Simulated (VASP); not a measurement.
# Pt (P6_3/mmc) in VASP: further runs, part 2 of 2

VASP 6.6.1. Earlier steps stand in the parts before.

## 3. Single point, PBE

This run uses another cell than the first one, of 16.72 Å³/atom, 1.003 times its volume.

Contents of INCAR:

```
PREC     = Accurate       # precision mode
ENCUT    = 520            # plane-wave cutoff, eV
EDIFF    = 1E-7           # SCF threshold, eV
ISMEAR   = 0              # smearing method
SIGMA    = 0.15           # smearing width, eV
LREAL    = F              # projectors in reciprocal space
LASPH    = T              # aspherical terms in the spheres
NELM     = 100            # most SCF steps
ALGO     = Fast           # electronic algorithm
ISIF     = 2              # what is computed and relaxed
LWAVE    = F              # write WAVECAR
LCHARG   = T              # write CHGCAR
GGA      = PE             # functional
LELF     = T              # ELF
LVHAR    = T            
NBANDS   = 17             # bands
```

Contents of KPOINTS:

```
Automatic mesh
0
Gamma
  18 18 10
```

Contents of POSCAR:

```
Pt
1.0
    2.8068000000      0.0000000000      0.0000000000
   -1.4034000000      2.4307601033      0.0000000000
    0.0000000000      0.0000000000      4.9009000000
Pt
2
Direct
    0.6666666667      0.3333333333      0.7500000000
    0.3333333333      0.6666666667      0.2500000000
```

Potentials or basis: VASP PAW PBE potentials, release 64 (Pt).

On the command line:

```console
> cat potpaw_PBE.64/Pt/POTCAR > POTCAR
> mpirun -np 1 vasp_std > vasp.out
```

OUTCAR:

```text
PREC = Accurate
   ENCUT = 520
   EDIFF = 1E-7
   ISMEAR = 0
   LREAL = F
   LASPH = T
   NELM = 100
   ISIF = 2
   GGA = PE

 ion  position               nearest neighbor table
   1  0.667  0.333  0.750-   2 2.94   2 2.94   2 2.94   2 2.94   2 2.94   2 2.94
   2  0.333  0.667  0.250-   1 2.94   1 2.94   1 2.94   1 2.94   1 2.94   1 2.94

  LATTYP: Found a hexagonal cell.
 ALAT       =     2.8068000000
 C/A-ratio  =     1.7460809463

  Lattice vectors:

 A1 = (   2.8068000000,   0.0000000000,   0.0000000000)
 A2 = (  -1.4034000000,   2.4307601033,   0.0000000000)
 A3 = (   0.0000000000,   0.0000000000,   4.9009000000)

Analysis of symmetry for initial positions (statically):
=====================================================================
 Subroutine PRICEL returns:
 Original cell was already a primitive cell.

 Routine SETGRP: Setting up the symmetry group for a
 hexagonal supercell.

 Subroutine GETGRP returns: Found 24 space group operations
 (whereof 12 operations were pure point group operations)
 out of a pool of 24 trial point group operations.

The static configuration has the point symmetry D_3d.
 The point group associated with its full space group is D_6h.

Analysis of symmetry for dynamics (positions and initial velocities):
=====================================================================
 Subroutine PRICEL returns:
 Original cell was already a primitive cell.

 Routine SETGRP: Setting up the symmetry group for a
 hexagonal supercell.

 Subroutine GETGRP returns: Found 24 space group operations
 (whereof 12 operations were pure point group operations)
 out of a pool of 24 trial point group operations.

The dynamic configuration has the point symmetry D_3d.
 The point group associated with its full space group is D_6h.

 Subroutine INISYM returns: Found 24 space group operations
 (whereof 12 operations are pure point group operations),
 and found     1 'primitive' translations

----------------------------------------------------------------------------------------

                                     Primitive cell

  volume of cell :      33.4372

  direct lattice vectors                    reciprocal lattice vectors
     2.806800000  0.000000000  0.000000000     0.356277612  0.205696975  0.000000000
    -1.403400000  2.430760103  0.000000000     0.000000000  0.411393950  0.000000000
     0.000000000  0.000000000  4.900900000     0.000000000  0.000000000  0.204044155

  length of vectors
     2.806800000  2.806800000  4.900900000     0.411393950  0.411393950  0.204044155

  position of ions in fractional coordinates (direct lattice)
     0.666666667  0.333333333  0.750000000
     0.333333333  0.666666667  0.250000000

  ion indices of the primitive-cell ions
   primitive index   ion index
                 1           1
                 2           2

----------------------------------------------------------------------------------------

 KPOINTS: Automatic mesh

Automatic generation of k-mesh.
 Grid dimensions read from file:
 generate k-points for:   18   18   10

 Generating k-lattice:

  Cartesian coordinates                     Fractional coordinates (reciprocal lattice)
     0.019793201  0.011427610  0.000000000     0.055555556  0.000000000  0.000000000
     0.000000000  0.022855219  0.000000000     0.000000000  0.055555556  0.000000000
     0.000000000  0.000000000  0.020404416     0.000000000  0.000000000  0.100000000

  Length of vectors
     0.022855219  0.022855219  0.020404416

  Shift w.r.t. Gamma in fractional coordinates (k-lattice)
     0.000000000  0.000000000  0.000000000

 Subroutine IBZKPT returns following result:
 ===========================================

 Found    222 irreducible k-points:

 Following reciprocal coordinates:
            Coordinates               Weight
  0.000000  0.000000  0.000000      1.000000
  0.055556  0.000000  0.000000      6.000000
  0.111111  0.000000  0.000000      6.000000
  0.166667  0.000000  0.000000      6.000000
  0.222222  0.000000  0.000000      6.000000
  0.277778  0.000000  0.000000      6.000000
[... 16 lines left out ...]
  0.333333  0.111111  0.000000     12.000000
  0.388889  0.111111  0.000000     12.000000
 [... further k-points ...]
   k-points           NKPTS =    222   k-points in BZ     NKDIM =    222   number of bands    NBANDS=     17
   number of dos      NEDOS =    301   number of ions     NIONS =      2
   total plane-waves  NPLWV =  20736
   dimension x,y,z NGX =    24 NGY =   24 NGZ =   36
   dimension x,y,z NGXF=    48 NGYF=   48 NGZF=   72
   ions per type =               2
   NGX,Y,Z   is equivalent  to a cutoff of  14.22, 14.22, 12.21 a.u.
   NGXF,Y,Z  is equivalent  to a cutoff of  28.43, 28.43, 24.42 a.u.
 SYSTEM =  unknown system
   PREC   = accura    normal or accurate (medium, high low for compatibility)
   ISTART =      0    job   : 0-new  1-cont  2-samecut
   ICHARG =      2    charge: 1-file 2-atom 10-const
   ISPIN  =      1    spin polarized calculation?
   LNONCOLLINEAR =      F non collinear calculations
   LSORBIT =      F    spin-orbit coupling
   LASPH  =      T    aspherical Exc in radial PAW
   ENCUT  =  520.0 eV  38.22 Ry    6.18 a.u.   5.22  5.22  9.11*2*pi/ulx,y,z
   NELM   =    100;   NELMIN=  2; NELMDL= -5     # of ELM steps
   EDIFF  = 0.1E-06   stopping-criterion for ELM
   LREAL  =      F    real-space projection
   EDIFFG = 0.1E-05   stopping-criterion for IOM
   NSW    =      0    number of steps for IOM
   IBRION =     -1    ionic relax: 0-MD 1-quasi-New 2-CG
   NFREE  =      0    steps in history (QN), initial steepest desc. (CG)
   ISIF   =      2    stress and relaxation
   ISYM   =      2    0-nonsym 1-usesym 2-fastsym
   POTIM  = 0.5000    time-step for ionic-motion
   TEBEG  =    0.0;   TEEND  =   0.0 temperature during run
   PSTRESS=    0.0 pullay stress
   NELECT =      20.0000    total number of electrons
   NUPDOWN=      -1.0000    fix difference up-down
   EMIN   =  10.00;   EMAX   =-10.00  energy-range for DOS
   EFERMI =   0.00;   METHOD = LEGACY
   ISMEAR =     0;   SIGMA  =   0.15  broadening in eV -4-tet -1-fermi 0-gaus
   EFERMI_NEDOS =   21; number of points for ismear=-14 and -15
   IALGO  =     68    algorithm
   IMIX   =      4    mixing-type and parameters
     AMIX     =   0.40;   BMIX     =  1.00
     AMIX_MAG =   1.60;   BMIX_MAG =  1.00
  volume/ion in A,a.u.               =      16.72       112.82
  Fermi-wavevector in a.u.,A,eV,Ry     =   1.379352  2.606597 25.886597  1.902611
  Thomas-Fermi vector in A             =   2.504329
   LORBIT       =      0    0 simple, 1 ext, 2 COOP (PROOUT), +10 PAW based schemes
   GGA     = PE    functional components
   LHFCALC =     F    Hartree Fock is set to
   AEXX    =    0.0000 exact exchange contribution
   IVDW    =     0    specifies the selected vdW correction
   LEPSILON=     F    determine dielectric tensor
   LRPA    =     F    only Hartree local field effects (RPA)
 non-spin polarized calculation
 RMM-DIIS sequential band-by-band and
 Gauss-broadening in eV      SIGMA  =   0.15
  energy-cutoff  :      520.00
  volume of cell :       33.44
 maximum number of plane-waves:       920
 NGX is ok and might be reduce to    24
   NGX = 11   NGY = 11   NGZ = 19

 number of electron      19.9999995 magnetization

 Free energy of the ion-electron system (eV)
  ---------------------------------------------------
  ext. energy  EPLUGINS =         0.00000000
  ---------------------------------------------------
  free energy    TOTEN  =       -12.02124631 eV

  energy without entropy =      -11.97586878  energy(sigma->0) =      -11.99855754

 E-fermi :   9.3638     XC(G=0): -12.8719

 val. band max:        9.3611521959   @ k =   0.3889   0.2222   0.3000
 cond. band min:       9.3656369004   @ k =   0.2222   0.1667   0.4000
 fundamental gap:      0.0044847045
 Fermi energy:         9.3638469839

 k-point     1 :       0.0000    0.0000    0.0000
  band No.  band energies     occupation
      1       0.2773      2.00000
      2       2.8368      2.00000
      3       5.7541      2.00000
      4       6.2512      2.00000
      5       6.2512      2.00000
      6       6.5712      2.00000
[... 9 lines left out ...]
     16      26.6153      0.00000
     17      29.9055      0.00000
[... 441 lines left out ...]
 k-point    24 :       0.3889    0.1111    0.0000
  band No.  band energies     occupation
      1       3.7970      2.00000
      2       3.8862      2.00000
      3       4.3488      2.00000
      4       6.2690      2.00000
      5       6.4528      2.00000
      6       6.5291      2.00000
[... 9 lines left out ...]
     16      21.2301      0.00000
     17      22.8950      0.00000

 [... further k-points ...]
[... 5 lines left out ...]
  --------------------------------------------------------------------------------------
  -------------------------------------------------------------------------------------
  Total       -2.6009204     -2.6009204     -2.5707586      0.0000000      0.0000000      0.0000000
  in kB     -124.6258780   -124.6258780   -123.1806422      0.0000000      0.0000000      0.0000000
  external PRESSURE =    -124.1441328 kB  Pullay stress =       0.0000000 kB

 VOLUME and BASIS-vectors are now :
 -----------------------------------------------------------------------------
  energy-cutoff  :      520.00
  volume of cell :       33.44
      direct lattice vectors                 reciprocal lattice vectors
     2.806800000  0.000000000  0.000000000     0.356277612  0.205696975  0.000000000
    -1.403400000  2.430760103  0.000000000     0.000000000  0.411393950  0.000000000
     0.000000000  0.000000000  4.900900000     0.000000000  0.000000000  0.204044155

 POSITION                                       TOTAL-FORCE (eV/Angst)
 -----------------------------------------------------------------------------------
      1.40340      0.81025      3.67568         0.000000      0.000000      0.000000
     -0.00000      1.62051      1.22523        -0.000000     -0.000000      0.000000
 -----------------------------------------------------------------------------------
    total drift:                               -0.000000      0.000000     -0.000000

  FREE ENERGIE OF THE ION-ELECTRON SYSTEM (eV)
  ---------------------------------------------------
  free  energy   TOTEN  =       -12.0212463084 eV

  energy  without entropy=      -11.9758687807  energy(sigma->0) =      -11.99855754
```

Wall time 40 s (1 thread of Intel Xeon 6975P-C (Granite Rapids), shared host); peak memory 0.23 GiB.

Results:

```
Free energy            : -12.0212 eV
Pressure               : -12.4 GPa
Band gap on the k mesh : zero (band 10 reaches 9.82 eV, above the bottom of band 11 at 8.65 eV)
```

Stress tensor (GPa, compression positive):
```
-12.46   0.00   0.00
  0.00 -12.46   0.00
  0.00   0.00 -12.32
```

Levels at points of the mesh, in eV from the Fermi level:
| k point | band 7 | band 8 | band 9 | band 10 | band 11 | band 12 | band 13 | band 14 |
| --- | --- | --- | --- | --- | --- | --- | --- | --- |
| (0.00, 0.00, 0.00) | -2.79 | -1.59 | -1.59 | -0.49 | -0.20 | -0.20 | 4.26 | 15.23 |
| (0.50, 0.00, 0.00) | -2.28 | -0.02 | 0.28 | 0.45 | 2.18 | 3.58 | 6.99 | 8.55 |
| (0.00, 0.00, 0.50) | -3.10 | -3.10 | -0.71 | -0.71 | -0.71 | -0.71 | 11.39 | 11.39 |
| (0.50, 0.00, 0.50) | -0.72 | -0.72 | 0.38 | 0.38 | 1.75 | 1.75 | 6.08 | 6.08 |

Caveat: spin-orbit coupling is left out, which moves the levels of the heavy elements.

## 4. Single point, PBE

This run uses another cell than the first one, of 16.88 Å³/atom, 1.013 times its volume.

Contents of INCAR:

```
  PREC = Accurate
  ENCUT = 520
  EDIFF = 1E-6
  ISMEAR = 0
  SIGMA = 0.15
  LREAL = F
  LASPH = T
  NELM = 80
  ALGO = Fast
  ISIF = 2
  LWAVE = F
  LCHARG = F
  GGA = PE
  NBANDS = 17
```

Contents of KPOINTS:

```
regular mesh
0
Gamma
  18 18 10
```

Contents of POSCAR:

```
Pt
1.0
    2.8551000000      0.0000000000      0.0000000000
   -1.4275500000      2.4725891303      0.0000000000
    0.0000000000      0.0000000000      4.7813829983
Pt
2
Direct
    0.6666666667      0.3333333333      0.7500000000
    0.3333333333      0.6666666667      0.2500000000
```

Potentials or basis: VASP PAW PBE potentials, release 64 (Pt).

On the command line:

```console
> cat potpaw_PBE.64/Pt/POTCAR > POTCAR
> mpirun -np 1 vasp_std > vasp.out
```

OUTCAR:

```text
PREC = Accurate
   ENCUT = 520
   EDIFF = 1E-6
   ISMEAR = 0
   LREAL = F
   LASPH = T
   NELM = 80
   ISIF = 2
   GGA = PE

 ion  position               nearest neighbor table
   1  0.667  0.333  0.750-   2 2.90   2 2.90   2 2.90   2 2.90   2 2.90   2 2.90
   2  0.333  0.667  0.250-   1 2.90   1 2.90   1 2.90   1 2.90   1 2.90   1 2.90

  LATTYP: Found a hexagonal cell.
 ALAT       =     2.8551000000
 C/A-ratio  =     1.6746814466

  Lattice vectors:

 A1 = (   2.8551000000,   0.0000000000,   0.0000000000)
 A2 = (  -1.4275500000,   2.4725891303,   0.0000000000)
 A3 = (   0.0000000000,   0.0000000000,   4.7813829983)

Analysis of symmetry for initial positions (statically):
=====================================================================
 Subroutine PRICEL returns:
 Original cell was already a primitive cell.

 Routine SETGRP: Setting up the symmetry group for a
 hexagonal supercell.

 Subroutine GETGRP returns: Found 24 space group operations
[... 158 lines left out ...]

 number of electron      20.0000003 magnetization

 Free energy of the ion-electron system (eV)
  ---------------------------------------------------
  ext. energy  EPLUGINS =         0.00000000
  ---------------------------------------------------
  free energy    TOTEN  =       -11.97921303 eV

  energy without entropy =      -11.92491580  energy(sigma->0) =      -11.95206442

 E-fermi :   9.2170     XC(G=0): -12.8204

 val. band max:        9.2158618437   @ k =   0.3889   0.1667   0.1000
 cond. band min:       9.2219905914   @ k =   0.2778   0.0556   0.0000
 fundamental gap:      0.0061287477
 Fermi energy:         9.2169961235

 k-point     1 :       0.0000    0.0000    0.0000
  band No.  band energies     occupation
      1       0.2182      2.00000
      2       2.9242      2.00000
      3       5.9170      2.00000
      4       6.1772      2.00000
      5       6.1772      2.00000
      6       6.5516      2.00000
[... 457 lines left out ...]
      4       6.0969      2.00000
      5       6.2819      2.00000
      6       6.3924      2.00000
[... 9 lines left out ...]
     16      20.8241      0.00000
     17      22.8615      0.00000

 [... further k-points ...]
[... 5 lines left out ...]
  --------------------------------------------------------------------------------------
  -------------------------------------------------------------------------------------
  Total       -3.3610222     -3.3610222     -2.3617036      0.0000000      0.0000000      0.0000000
  in kB     -159.5346957   -159.5346957   -112.1009160      0.0000000      0.0000000      0.0000000
  external PRESSURE =    -143.7234358 kB  Pullay stress =       0.0000000 kB

 VOLUME and BASIS-vectors are now :
 -----------------------------------------------------------------------------
  energy-cutoff  :      520.00
  volume of cell :       33.75
      direct lattice vectors                 reciprocal lattice vectors
     2.855100000  0.000000000  0.000000000     0.350250429  0.202217180  0.000000000
    -1.427550000  2.472589130  0.000000000     0.000000000  0.404434359  0.000000000
     0.000000000  0.000000000  4.781382998     0.000000000  0.000000000  0.209144509

 POSITION                                       TOTAL-FORCE (eV/Angst)
 -----------------------------------------------------------------------------------
      1.42755      0.82420      3.58604         0.000000     -0.000000      0.000000
     -0.00000      1.64839      1.19535        -0.000000      0.000000      0.000000
 -----------------------------------------------------------------------------------
    total drift:                                0.000000     -0.000000      0.000000

  FREE ENERGIE OF THE ION-ELECTRON SYSTEM (eV)
  ---------------------------------------------------
  free  energy   TOTEN  =       -11.9792130343 eV

  energy  without entropy=      -11.9249157957  energy(sigma->0) =      -11.95206442
```

It took 36 s on 1 thread of Intel Xeon 6975P-C (Granite Rapids), shared host; peak memory 0.23 GiB.

Results:

```yaml
Free_energy: -11.9792 eV
Pressure: -14.4 GPa
Band_gap_on_the_k_mesh: zero (band 10 reaches 9.54 eV, above the bottom of band 11 at 8.46 eV)
```

Caveat: spin-orbit coupling is left out, which moves the levels of the heavy elements.

## 5. Overview

```csv
cell,gap on the mesh (eV),pressure (GPa)
"a = 2.855, b = 2.855, c = 4.722 Å, angles 90.0, 90.0, 120.0°, 2 atoms",none,-12.3
"a = 2.807, b = 2.807, c = 4.901 Å, angles 90.0, 90.0, 120.0°, 2 atoms",none,-12.4
"a = 2.855, b = 2.855, c = 4.781 Å, angles 90.0, 90.0, 120.0°, 2 atoms",none,-14.4
```

Alike in all rows: task single point; level PBE; potentials or basis VASP PAW PBE potentials, release 64 (Pt); no spin polarisation; k mesh 18 × 18 × 10; cutoff (eV) 520; smearing gaussian 0.15 eV.

Caveats: spin-orbit coupling is left out, which moves the levels of the heavy elements.

Absolute energies hang on the potentials; compare differences alone.
